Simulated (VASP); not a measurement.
# CdGeTe4Rh2 (I-42m) in VASP: single point with PBE

Aim: the single point of CdGeTe4Rh2 with PBE.

Program: VASP 6.6.1. These are calculated values, not measurements. Logs are shortened: lines on timing, memory, paths and dates and some standing lists are left out, and cuts for length are marked.

**1. The cell of the first run**

Symmetry: I-42m, No. 121, tetragonal system. Conventional cell: a = 7.969 Å, b = 7.969 Å, c = 6.729 Å, α = 90.00°, β = 90.00°, γ = 90.00°. Within 4.4 Å of Rh (site symmetry 222) lie 8 Te at 3.31 to 3.47 Å and 2 Rh at 3.36 Å and 2 Cd at 3.98 Å and 2 Ge at 3.98 Å. Cd (site symmetry -42m) has 4 Te at 2.70 Å and 2 Ge at 3.36 Å within 3.6 Å. Ge (site symmetry -42m) has 4 Te at 2.49 Å and 2 Cd at 3.36 Å within 3.4 Å. Within 3.5 Å of Te (site symmetry m) lie 1 Ge at 2.49 Å and 1 Cd at 2.70 Å and 4 Rh at 3.31 to 3.47 Å.

**2. Single point, PBE**

INCAR reads:

```
SYSTEM = CdGeTe4Rh2
  ALGO = Normal
  EDIFF = 1E-7
  ENCUT = 520
  GGA = PE
  ISIF = 2
  ISMEAR = 0
  LASPH = .TRUE.
  LCHARG = .TRUE.
  LELF = .TRUE.
  LREAL = .FALSE.
  LVHAR = .TRUE.
  LWAVE = .FALSE.
  NBANDS = 50
  NELM = 100
  PREC = Accurate
  SIGMA = 0.0577
```

KPOINTS reads:

```
k-points
0
G
  7 7 7
  0 0 0
```

POSCAR reads:

```
CdGeTe4Rh2
1.0
   -3.9846590000      3.9846590000      3.3643220000
    3.9846590000     -3.9846590000      3.3643220000
    3.9846590000      3.9846590000     -3.3643220000
Rh Cd Ge Te
2 1 1 4
Direct
    0.5000000000      0.0000000000      0.5000000000
    0.0000000000      0.5000000000      0.5000000000
    0.5000000000      0.5000000000      0.0000000000
    0.0000000000      0.0000000000      0.0000000000
    0.9497200000      0.9497200000      0.3498800000
    0.0502800000      0.4001600000      0.0000000000
    0.5998400000      0.5998400000      0.6501200000
    0.4001600000      0.0502800000      0.0000000000
```

Potentials or basis: VASP PAW PBE potentials, release 64 (Rh_pv, Cd, Ge_d, Te).

On the command line:

```console
cat potpaw_PBE.64/Rh_pv/POTCAR potpaw_PBE.64/Cd/POTCAR potpaw_PBE.64/Ge_d/POTCAR potpaw_PBE.64/Te/POTCAR > POTCAR
mpirun -np 1 vasp_std > vasp.out
```

OUTCAR:

```text
SYSTEM = CdGeTe4Rh2
   EDIFF = 1E-7
   ENCUT = 520
   GGA = PE
   ISIF = 2
   ISMEAR = 0
   LASPH = .TRUE.
   LREAL = .FALSE.
   NELM = 100
   PREC = Accurate

 ion  position               nearest neighbor table
   1  0.500  0.000  0.500-   6 3.31   7 3.31   8 3.31   5 3.31   2 3.36   2 3.36   5 3.47   6 3.47
                             7 3.47   8 3.47
   2  0.000  0.500  0.500-   8 3.31   7 3.31   6 3.31   5 3.31   1 3.36   1 3.36   5 3.47   6 3.47
                             8 3.47   7 3.47
   3  0.500  0.500  0.000-   5 2.70   6 2.70   7 2.70   8 2.70
   4  0.000  0.000  0.000-   5 2.49   6 2.49   7 2.49   8 2.49
   5  0.950  0.950  0.350-   4 2.49   3 2.70   1 3.31   2 3.31   1 3.47   2 3.47
   6  0.050  0.400  0.000-   4 2.49   3 2.70   2 3.31   1 3.31   2 3.47   1 3.47
   7  0.600  0.600  0.650-   4 2.49   3 2.70   1 3.31   2 3.31   1 3.47   2 3.47
   8  0.400  0.050  0.000-   4 2.49   3 2.70   1 3.31   2 3.31   1 3.47   2 3.47

  LATTYP: Found a body centered tetragonal cell.
 ALAT       =     7.9693180000
 C/A-ratio  =     0.8443186732

  Lattice vectors:

 A1 = (  -3.9846590000,   3.9846590000,   3.3643220000)
 A2 = (   3.9846590000,  -3.9846590000,   3.3643220000)
 A3 = (   3.9846590000,   3.9846590000,  -3.3643220000)

Analysis of symmetry for initial positions (statically):
=====================================================================
 Subroutine PRICEL returns:
 Original cell was already a primitive cell.

 Routine SETGRP: Setting up the symmetry group for a
 body centered tetragonal supercell.

 Subroutine GETGRP returns: Found  8 space group operations
 (whereof  8 operations were pure point group operations)
 out of a pool of 16 trial point group operations.

The static configuration has the point symmetry D_2d.

Analysis of symmetry for dynamics (positions and initial velocities):
=====================================================================
 Subroutine PRICEL returns:
 Original cell was already a primitive cell.

 Routine SETGRP: Setting up the symmetry group for a
 body centered tetragonal supercell.

 Subroutine GETGRP returns: Found  8 space group operations
 (whereof  8 operations were pure point group operations)
 out of a pool of 16 trial point group operations.

The dynamic configuration has the point symmetry D_2d.

 Subroutine INISYM returns: Found  8 space group operations
 (whereof  8 operations are pure point group operations),
 and found     1 'primitive' translations

----------------------------------------------------------------------------------------

                                     Primitive cell

  volume of cell :     213.6682

  direct lattice vectors                    reciprocal lattice vectors
    -3.984659000  3.984659000  3.364322000     0.000000000  0.125481252  0.148618355
     3.984659000 -3.984659000  3.364322000     0.125481252  0.000000000  0.148618355
     3.984659000  3.984659000 -3.364322000     0.125481252  0.125481252  0.000000000

  length of vectors
     6.563053955  6.563053955  6.563053955     0.194506966  0.194506966  0.177457288

  position of ions in fractional coordinates (direct lattice)
     0.500000000  0.000000000  0.500000000
     0.000000000  0.500000000  0.500000000
     0.500000000  0.500000000  0.000000000
     0.000000000  0.000000000  0.000000000
     0.949720000  0.949720000  0.349880000
     0.050280000  0.400160000  0.000000000
     0.599840000  0.599840000  0.650120000
     0.400160000  0.050280000  0.000000000

  ion indices of the primitive-cell ions
   primitive index   ion index
                 1           1
                 2           2
                 3           3
                 4           4
                 5           5
                 6           6
                 7           7
                 8           8

----------------------------------------------------------------------------------------

 KPOINTS: k-points

Automatic generation of k-mesh.
 Grid dimensions read from file:
 generate k-points for:    7    7    7

 Generating k-lattice:

  Cartesian coordinates                     Fractional coordinates (reciprocal lattice)
     0.000000000  0.017925893  0.021231194     0.142857143  0.000000000  0.000000000
     0.017925893  0.000000000  0.021231194     0.000000000  0.142857143  0.000000000
     0.017925893  0.017925893  0.000000000     0.000000000  0.000000000  0.142857143

  Length of vectors
     0.027786709  0.027786709  0.025351041

  Shift w.r.t. Gamma in fractional coordinates (k-lattice)
     0.000000000  0.000000000  0.000000000

 Subroutine IBZKPT returns following result:
 ===========================================

 Found     40 irreducible k-points:

 Following reciprocal coordinates:
            Coordinates               Weight
  0.000000  0.000000  0.000000      1.000000
  0.142857 -0.000000  0.000000      8.000000
  0.285714 -0.000000  0.000000      8.000000
  0.428571  0.000000  0.000000      8.000000
  0.142857  0.142857  0.000000      8.000000
  0.285714  0.142857  0.000000     16.000000
[... 16 lines left out ...]
 -0.142857  0.285714  0.142857      8.000000
 -0.428571  0.428571  0.142857      8.000000
 [... further k-points ...]
   k-points           NKPTS =     40   k-points in BZ     NKDIM =     40   number of bands    NBANDS=     50
   number of dos      NEDOS =    301   number of ions     NIONS =      8
   total plane-waves  NPLWV = 125000
   dimension x,y,z NGX =    50 NGY =   50 NGZ =   50
   dimension x,y,z NGXF=   100 NGYF=  100 NGZF=  100
   ions per type =               2   1   1   4
   NGX,Y,Z   is equivalent  to a cutoff of  12.67, 12.67, 12.67 a.u.
   NGXF,Y,Z  is equivalent  to a cutoff of  25.33, 25.33, 25.33 a.u.
 SYSTEM =  CdGeTe4Rh2
   PREC   = accura    normal or accurate (medium, high low for compatibility)
   ISTART =      0    job   : 0-new  1-cont  2-samecut
   ICHARG =      2    charge: 1-file 2-atom 10-const
   ISPIN  =      1    spin polarized calculation?
   LNONCOLLINEAR =      F non collinear calculations
   LSORBIT =      F    spin-orbit coupling
   LASPH  =      T    aspherical Exc in radial PAW
   ENCUT  =  520.0 eV  38.22 Ry    6.18 a.u.  12.20 12.20 12.20*2*pi/ulx,y,z
   NELM   =    100;   NELMIN=  2; NELMDL= -5     # of ELM steps
   EDIFF  = 0.1E-06   stopping-criterion for ELM
   LREAL  =      F    real-space projection
   EDIFFG = 0.1E-05   stopping-criterion for IOM
   NSW    =      0    number of steps for IOM
   IBRION =     -1    ionic relax: 0-MD 1-quasi-New 2-CG
   NFREE  =      0    steps in history (QN), initial steepest desc. (CG)
   ISIF   =      2    stress and relaxation
   ISYM   =      2    0-nonsym 1-usesym 2-fastsym
   POTIM  = 0.5000    time-step for ionic-motion
   TEBEG  =    0.0;   TEEND  =   0.0 temperature during run
   PSTRESS=    0.0 pullay stress
   NELECT =      80.0000    total number of electrons
   NUPDOWN=      -1.0000    fix difference up-down
   EMIN   =  10.00;   EMAX   =-10.00  energy-range for DOS
   EFERMI =   0.00;   METHOD = LEGACY
   ISMEAR =     0;   SIGMA  =   0.06  broadening in eV -4-tet -1-fermi 0-gaus
   EFERMI_NEDOS =   21; number of points for ismear=-14 and -15
   IALGO  =     38    algorithm
   IMIX   =      4    mixing-type and parameters
     AMIX     =   0.40;   BMIX     =  1.00
     AMIX_MAG =   1.60;   BMIX_MAG =  1.00
  volume/ion in A,a.u.               =      26.71       180.24
  Fermi-wavevector in a.u.,A,eV,Ry     =   1.179935  2.229754 18.942676  1.392247
  Thomas-Fermi vector in A             =   2.316237
   LORBIT       =      0    0 simple, 1 ext, 2 COOP (PROOUT), +10 PAW based schemes
   GGA     = PE    functional components
   LHFCALC =     F    Hartree Fock is set to
   AEXX    =    0.0000 exact exchange contribution
   IVDW    =     0    specifies the selected vdW correction
   LEPSILON=     F    determine dielectric tensor
   LRPA    =     F    only Hartree local field effects (RPA)
 non-spin polarized calculation
 Gauss-broadening in eV      SIGMA  =   0.06
  energy-cutoff  :      520.00
  volume of cell :      213.67
 maximum number of plane-waves:      5774
 NGX is ok and might be reduce to    50
   NGX = 25   NGY = 25   NGZ = 25

 number of electron      79.9999992 magnetization

 Free energy of the ion-electron system (eV)
  ---------------------------------------------------
  ext. energy  EPLUGINS =         0.00000000
  ---------------------------------------------------
  free energy    TOTEN  =       -27.76778952 eV

  energy without entropy =      -27.75355947  energy(sigma->0) =      -27.76067449

 E-fermi :   5.8407     XC(G=0):  -9.9988

 val. band max:        5.8380133751   @ k =  -0.1429   0.2857   0.1429
 cond. band min:       5.8449218536   @ k =  -0.4286   0.4286   0.0000
 fundamental gap:      0.0069084785
 Fermi energy:         5.8406650186

 k-point     1 :       0.0000    0.0000    0.0000
  band No.  band energies     occupation
      1     -39.2313      2.00000
      2     -39.2313      2.00000
      3     -39.1894      2.00000
      4     -39.1581      2.00000
      5     -39.0896      2.00000
      6     -39.0896      2.00000
[... 42 lines left out ...]
     49      10.3130      0.00000
     50      10.7504      0.00000

 k-point     2 :       0.1429   -0.0000    0.0000
  band No.  band energies     occupation
      1     -39.2313      2.00000
      2     -39.2313      2.00000
      3     -39.1878      2.00000
      4     -39.1596      2.00000
      5     -39.0896      2.00000
      6     -39.0896      2.00000
[... 42 lines left out ...]
     49      10.1585      0.00000
     50      11.1732      0.00000

 k-point     3 :       0.2857   -0.0000    0.0000
  band No.  band energies     occupation
      1     -39.2313      2.00000
      2     -39.2313      2.00000
      3     -39.1835      2.00000
      4     -39.1640      2.00000
      5     -39.0896      2.00000
      6     -39.0896      2.00000
[... 1102 lines left out ...]
     49      10.1224      0.00000
     50      10.5370      0.00000

 k-point    24 :      -0.4286    0.4286    0.1429
  band No.  band energies     occupation
      1     -39.2313      2.00000
      2     -39.2313      2.00000
      3     -39.1894      2.00000
      4     -39.1581      2.00000
      5     -39.0896      2.00000
      6     -39.0896      2.00000
[... 42 lines left out ...]
     49      10.1084      0.00000
     50      10.1187      0.00000

 [... further k-points ...]

------------------------ aborting loop because EDIFF is reached ----------------------------------------

  FORCE on cell =-STRESS in cart. coord.  units (eV):
  Direction    XX          YY          ZZ          XY          YZ          ZX
  --------------------------------------------------------------------------------------
  -------------------------------------------------------------------------------------
  Total       -0.6816794     -0.6816794      4.7156738      0.0000000     -0.0000000      0.0000000
  in kB       -5.1115295     -5.1115295     35.3601805      0.0000000     -0.0000000      0.0000000
  external PRESSURE =       8.3790405 kB  Pullay stress =       0.0000000 kB

 VOLUME and BASIS-vectors are now :
 -----------------------------------------------------------------------------
  energy-cutoff  :      520.00
  volume of cell :      213.67
      direct lattice vectors                 reciprocal lattice vectors
    -3.984659000  3.984659000  3.364322000     0.000000000  0.125481252  0.148618355
     3.984659000 -3.984659000  3.364322000     0.125481252  0.000000000  0.148618355
     3.984659000  3.984659000 -3.364322000     0.125481252  0.125481252  0.000000000

 POSITION                                       TOTAL-FORCE (eV/Angst)
 -----------------------------------------------------------------------------------
      0.00000      3.98466      0.00000        -0.000000      0.000000      0.000000
      3.98466      0.00000      0.00000        -0.000000      0.000000      0.000000
      0.00000      0.00000      3.36432        -0.000000      0.000000      0.000000
      0.00000      0.00000      0.00000        -0.000000      0.000000      0.000000
      1.39415      1.39415      5.21322         1.908324      1.908324     -0.049912
      1.39415     -1.39415      1.51543         1.908324     -1.908324      0.049912
      2.59051      2.59051      1.84890        -1.908324     -1.908324     -0.049912
     -1.39415      1.39415      1.51543        -1.908324      1.908324      0.049912
 -----------------------------------------------------------------------------------
    total drift:                               -0.000004     -0.000004     -0.000004

  FREE ENERGIE OF THE ION-ELECTRON SYSTEM (eV)
  ---------------------------------------------------
  free  energy   TOTEN  =       -27.7677895166 eV

  energy  without entropy=      -27.7535594732  energy(sigma->0) =      -27.76067449
```

Wall time 9.4 min (1 thread of AMD EPYC 7R13 (Zen 3), shared host); peak memory 0.59 GiB.

What came out:

| Property | Result |
| --- | --- |
| Free energy | -27.7678 eV |
| Pressure | 0.8 GPa |
| Largest force | 2.699 eV/Å |
| Band gap on the k mesh | zero (bands 40 and 41 overlap by 0.67 eV) |

Forces in eV/Å, atoms in the order of the input:
```
Rh   0.000  0.000  0.000
Rh   0.000  0.000  0.000
Cd   0.000  0.000  0.000
Ge   0.000  0.000  0.000
Te   1.908  1.908 -0.050
Te   1.908 -1.908  0.050
Te  -1.908 -1.908 -0.050
Te  -1.908  1.908  0.050
```

Stress tensor (GPa, compression positive):
```
-0.51  0.00  0.00
 0.00 -0.51  0.00
 0.00  0.00  3.54
```

Caveat: spin-orbit coupling is left out, which moves the levels of the heavy elements; forces of over 1 eV/Å act on the atoms, so gaps and moduli don't describe the material at rest.
